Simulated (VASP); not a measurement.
# Ge32H20CO in VASP: a series of runs, part 3 of 3

VASP 6.6.1.

### Step 4. Single point, PBE+D3(BJ)

Contents of INCAR:

```
PREC     = Accurate       # precision mode
ENCUT    = 520            # plane-wave cutoff, eV
EDIFF    = 1E-6           # SCF threshold, eV
ISMEAR   = 0              # smearing method
SIGMA    = 0.03           # smearing width, eV
LREAL    = Auto         
LASPH    = T              # aspherical terms in the spheres
NELM     = 100            # most SCF steps
ALGO     = Normal         # electronic algorithm
ISIF     = 2              # what is computed and relaxed
LWAVE    = F              # write WAVECAR
LCHARG   = T              # write CHGCAR
GGA      = PE             # functional
IVDW     = 12             # dispersion correction
LELF     = T              # ELF
LVHAR    = T            
NBANDS   = 272            # bands
```

Contents of KPOINTS:

```
regular mesh
0
Gamma
  1 1 1
```

Contents of POSCAR:

```
Ge32H20CO
1.0
    8.0016200000      8.0016200000      0.0000000000
   -8.0016200000      8.0016200000      0.0000000000
    0.0000000000      0.0000000000     20.9129000000
Ge H O C
32 20 1 1
Direct
   -0.3086005084      0.3159710159      0.3420517480
   -0.1797022353     -0.3055729965      0.3418496239
    0.0432586151     -0.0274811851      0.3799410890
    0.3197589988      0.1950753722      0.3412758632
   -0.0307396502     -0.4629716232      0.3830902936
    0.1930314111     -0.1887087865      0.3460769190
    0.4688399349      0.0382242596      0.3818243285
    0.5421648991     -0.5264988215      0.3823522802
   -0.1164148635      0.3874154859      0.3038018161
   -0.1097154701     -0.1125833894      0.3044732677
    0.1297863433      0.1182870469      0.3003279794
    0.3906185247      0.3883023688      0.3047089117
    0.1141563833     -0.3761160865      0.3028640217
    0.3820912515     -0.1121885318      0.3033834141
    0.6157011330      0.1247899175      0.3026938397
    0.6293306230     -0.3812974748      0.3013059404
    0.0013665983      0.2500222455      0.2349742982
   -0.0011305211     -0.2505097718      0.2294479962
    0.2528417995     -0.0024116366      0.2284368500
    0.4982965949      0.2507468488      0.2291688862
    0.2494227419     -0.4980857626      0.2355887514
    0.5011315834     -0.2497282425      0.2354266984
    0.7499242028      0.0013431655      0.2353271904
    0.7512815530     -0.5018764325      0.2286766063
   -0.1250000000      0.1250000000      0.1644629870
   -0.1250000000     -0.3750000000      0.1644629870
    0.1250000000     -0.1250000000      0.1644629870
    0.3750000000      0.1250000000      0.1644629870
    0.1250000000     -0.6250000000      0.1644629870
    0.3750000000     -0.3750000000      0.1644629870
    0.6250000000     -0.1250000000      0.1644629870
    0.6250000000     -0.6250000000      0.1644629870
   -0.0489780195      0.0489780195      0.1195430093
   -0.2010219805      0.2010219805      0.1195430093
   -0.0489780195     -0.4510219805      0.1195430093
   -0.2010219805     -0.2989780195      0.1195430093
    0.2010219805     -0.2010219805      0.1195430093
    0.0489780195     -0.0489780195      0.1195430093
    0.4510219805      0.0489780195      0.1195430093
    0.2989780195      0.2010219805      0.1195430093
    0.2010219805     -0.7010219805      0.1195430093
    0.0489780195     -0.5489780195      0.1195430093
    0.4510219805     -0.4510219805      0.1195430093
    0.2989780195     -0.2989780195      0.1195430093
    0.7010219805     -0.2010219805      0.1195430093
    0.5489780195     -0.0489780195      0.1195430093
    0.7010219805     -0.7010219805      0.1195430093
    0.5489780195     -0.5489780195      0.1195430093
    0.1718498879     -0.1633206151      0.4661941672
    0.3839594982     -0.1541051687      0.4658674311
    0.3774958696     -0.3120698684      0.4579369193
    0.3239915792     -0.2436311022      0.5296411306
    0.2166299449     -0.2304295255      0.4490119974
    0.3333089424     -0.2341041564      0.4776845392
```

Started as:

```sh
cat potpaw_PBE.64/Ge_d/POTCAR potpaw_PBE.64/H/POTCAR potpaw_PBE.64/O/POTCAR potpaw_PBE.64/C/POTCAR > POTCAR
mpirun -np 1 vasp_gam > vasp.out
```

Run time: 35 min. Hardware: 1 thread of Intel Xeon Platinum 8488C (Sapphire Rapids), shared host; peak memory 1.9 GiB.

Results (log left out):

| Quantity | Value |
| --- | --- |
| Free energy | -222.9087 eV |
| Largest force | 0.604 eV/Å |
| Dispersion energy per atom | -0.133 eV |

Forces on the atoms (eV/Å):
```
Ge   0.004  0.004  0.004
Ge  -0.002  0.000  0.001
Ge  -0.005  0.003  0.015
Ge  -0.004 -0.002  0.003
Ge  -0.001  0.001  0.008
Ge   0.002 -0.006  0.001
Ge   0.000  0.000  0.005
Ge   0.000  0.000  0.006
Ge   0.002  0.000 -0.002
Ge  -0.002  0.001  0.001
Ge  -0.001 -0.002 -0.002
Ge  -0.004 -0.001  0.001
Ge   0.001  0.003 -0.002
Ge   0.001  0.001 -0.002
Ge   0.002  0.002  0.000
Ge  -0.002  0.000 -0.003
Ge   0.002  0.002 -0.004
Ge   0.002 -0.003 -0.006
Ge  -0.001 -0.001 -0.005
Ge   0.000 -0.002 -0.008
Ge  -0.002  0.001 -0.003
Ge   0.001  0.002 -0.003
Ge  -0.001  0.002 -0.003
Ge   0.000  0.000 -0.007
Ge  -0.162  0.063  0.527
Ge   0.076 -0.069 -0.568
Ge  -0.090 -0.112 -0.451
Ge   0.060 -0.116 -0.590
Ge   0.140  0.043  0.531
Ge  -0.168  0.070  0.564
Ge   0.133  0.021  0.545
Ge  -0.111 -0.095 -0.525
H    0.025  0.002  0.014
H    0.093  0.022  0.016
H   -0.059  0.046 -0.045
H    0.100 -0.045 -0.007
H   -0.085 -0.075 -0.008
H    0.049  0.025 -0.038
H   -0.059  0.088 -0.048
H    0.104  0.002  0.001
H   -0.089  0.025  0.026
H   -0.014  0.039  0.016
H    0.023  0.001  0.019
H    0.087  0.027  0.016
H   -0.087  0.031  0.027
H   -0.016  0.022  0.019
H   -0.084 -0.065  0.003
H    0.056  0.026 -0.034
H   -0.072 -0.011  0.035
H    0.008  0.019 -0.006
H    0.029 -0.002 -0.015
H    0.023  0.000  0.017
O    0.002 -0.044 -0.063
C    0.097  0.062  0.031
```

Levels at points of the mesh, in eV from the Fermi level:
| k point | band 237 | band 238 | band 239 | band 240 | band 241 | band 242 |
| --- | --- | --- | --- | --- | --- | --- |
| (0.00, 0.00, 0.00) | -0.28 | -0.21 | -0.14 | 0.38 | 0.78 | 1.12 |

Caveat: the k points lie up to 0.56 Å⁻¹ apart; there is no dipole correction, which matters where the two faces differ.

### Step 5. Single point, PBE+D3(BJ)

Contents of INCAR:

```
PREC = Accurate
ENCUT = 520
EDIFF = 1E-6
ISMEAR = 0
SIGMA = 0.03
LREAL = Auto
LASPH = T
NELM = 80
ALGO = Normal
ISIF = 2
LWAVE = F
LCHARG = T
GGA = PE
IVDW = 12
LELF = T
LVHAR = T
NBANDS = 272
```

KPOINTS is that of step 4.

Contents of POSCAR:

```
Ge32H20CO
1.0
    8.0016200000      8.0016200000      0.0000000000
   -8.0016200000      8.0016200000      0.0000000000
    0.0000000000      0.0000000000     20.9129000000
Ge H O C
32 20 1 1
Direct
   -0.3100720000      0.3151954200      0.3421816900
   -0.1836957900     -0.3127898300      0.3430699600
    0.0502332000     -0.0402337100      0.3654321500
    0.3219554300      0.1937474700      0.3424970500
   -0.0301035400     -0.4663418000      0.3840479600
    0.2006358800     -0.1994483700      0.3470077200
    0.4708464900      0.0357934200      0.3827257700
    0.5389252000     -0.5286406500      0.3830522200
   -0.1178923300      0.3868517800      0.3039627400
   -0.1169792400     -0.1204998800      0.3025810500
    0.1319640300      0.1216198400      0.2992218900
    0.3897033400      0.3864676200      0.3044307100
    0.1137599600     -0.3799517600      0.3030634500
    0.3836706000     -0.1131358000      0.3040472300
    0.6153395200      0.1241842600      0.3027580600
    0.6257705700     -0.3841494200      0.3021710100
    0.0000000400      0.2510688000      0.2347317200
    0.0002167600     -0.2518642900      0.2295624200
    0.2545176200     -0.0034097400      0.2288083500
    0.4989066300      0.2500484100      0.2288587300
    0.2492851100     -0.4994258000      0.2353728900
    0.5014511500     -0.2498061700      0.2355399100
    0.7486047800      0.0019019000      0.2348794900
    0.7518538800     -0.5018712300      0.2285718700
   -0.1250000000      0.1250000000      0.1644630000
   -0.1250000000     -0.3750000000      0.1644630000
    0.1250000000     -0.1250000000      0.1644630000
    0.3750000000      0.1250000000      0.1644630000
    0.1250000000     -0.6250000000      0.1644630000
    0.3750000000     -0.3750000000      0.1644630000
    0.6250000000     -0.1250000000      0.1644630000
    0.6250000000     -0.6250000000      0.1644630000
   -0.0489780000      0.0489780000      0.1195430000
   -0.2010220000      0.2010220000      0.1195430000
   -0.0489780000     -0.4510220000      0.1195430000
   -0.2010220000     -0.2989780000      0.1195430000
    0.2010220000     -0.2010220000      0.1195430000
    0.0489780000     -0.0489780000      0.1195430000
    0.4510220000      0.0489780000      0.1195430000
    0.2989780000      0.2010220000      0.1195430000
    0.2010220000     -0.7010220000      0.1195430000
    0.0489780000     -0.5489780000      0.1195430000
    0.4510220000     -0.4510220000      0.1195430000
    0.2989780000     -0.2989780000      0.1195430000
    0.7010220000     -0.2010220000      0.1195430000
    0.5489780000     -0.0489780000      0.1195430000
    0.7010220000     -0.7010220000      0.1195430000
    0.5489780000     -0.5489780000      0.1195430000
    0.1089292100     -0.1039587600      0.4356569600
    0.3445132000     -0.1227939800      0.4707746000
    0.3370454600     -0.2803713800      0.4773965400
    0.2548744100     -0.1897978200      0.5316661700
    0.1853873600     -0.2023480500      0.4408856600
    0.2862004500     -0.1979458100      0.4821444800
```

Started as:

```sh
cat potpaw_PBE.64/Ge_d/POTCAR potpaw_PBE.64/H/POTCAR potpaw_PBE.64/O/POTCAR potpaw_PBE.64/C/POTCAR > POTCAR
mpirun -np 1 vasp_gam > vasp.out
```

It took 56 min on 1 thread of Oxide Virtual Turin-like, shared host; peak memory 1.9 GiB.

It converged, with:

```yaml
Free_energy: -222.1454 eV
Largest_force: 0.622 eV/Å
Dispersion_energy_per_atom: -0.132 eV
```

Forces in eV/Å, atoms in the order of the input:
```
Ge   0.002 -0.001  0.000
Ge  -0.004  0.001  0.008
Ge   0.000  0.000  0.005
Ge  -0.001  0.000  0.002
Ge   0.001 -0.001  0.007
Ge   0.001 -0.009 -0.016
Ge   0.003  0.001  0.007
Ge  -0.004  0.001  0.008
Ge   0.004  0.000 -0.003
Ge   0.000  0.000  0.002
Ge   0.000  0.000  0.001
Ge  -0.001 -0.002  0.000
Ge   0.001  0.005 -0.001
Ge   0.001  0.000 -0.004
Ge   0.002  0.002 -0.001
Ge   0.000  0.002  0.002
Ge   0.000  0.002 -0.003
Ge   0.003  0.001 -0.006
Ge  -0.002  0.000 -0.005
Ge   0.001 -0.002 -0.007
Ge  -0.002  0.000 -0.004
Ge   0.002  0.002 -0.003
Ge   0.000  0.000 -0.003
Ge   0.001 -0.003 -0.008
Ge  -0.129  0.041  0.506
Ge   0.047 -0.023 -0.592
Ge  -0.030 -0.070 -0.326
Ge   0.057 -0.088 -0.613
Ge   0.151  0.057  0.438
Ge  -0.155  0.053  0.591
Ge   0.132 -0.032  0.460
Ge  -0.126 -0.040 -0.499
H    0.025  0.002  0.023
H    0.080  0.015  0.023
H   -0.088 -0.001 -0.047
H    0.119 -0.066 -0.015
H   -0.099 -0.053 -0.010
H    0.046  0.024 -0.021
H   -0.088  0.102 -0.051
H    0.122  0.022 -0.002
H   -0.100 -0.015  0.028
H    0.017  0.036  0.029
H    0.023  0.000  0.016
H    0.092  0.020  0.026
H   -0.099  0.048  0.033
H    0.015 -0.006  0.032
H   -0.064 -0.054  0.005
H    0.055  0.023 -0.028
H    0.007 -0.008 -0.001
H   -0.004  0.021 -0.003
H    0.017 -0.002  0.000
H   -0.002 -0.004  0.017
O   -0.097 -0.066 -0.085
C    0.069  0.067  0.091
```

Levels at points of the mesh, in eV from the Fermi level:
```
           k point  band 235  band 236  band 237  band 238  band 239  band 240  band 241  band 242  band 243  band 244
(0.00, 0.00, 0.00)     -0.66     -0.41     -0.38     -0.31     -0.22      0.34      0.74      1.08      1.12      1.46
```

Caveat: the k points lie up to 0.56 Å⁻¹ apart; there is no dipole correction, which matters where the two faces differ.

### Step 6. Summary

```csv
cell,largest force (eV/Å)
"as given, atomic positions A",0.62
"as given, atomic positions B",0.63
"as given, atomic positions C",0.60
```

Alike in all rows: task single point; level PBE+D3(BJ); potentials or basis VASP PAW PBE potentials, release 64 (Ge_d, H, O, C); no spin polarisation; k mesh 1 × 1 × 1; cutoff (eV) 520; smearing gaussian 0.03 eV.

Caveats: all runs use coarse meshes; there is no dipole correction, which matters where the two faces differ.

Total energies depend on the potentials used, so only differences within one code and one set of settings carry meaning.
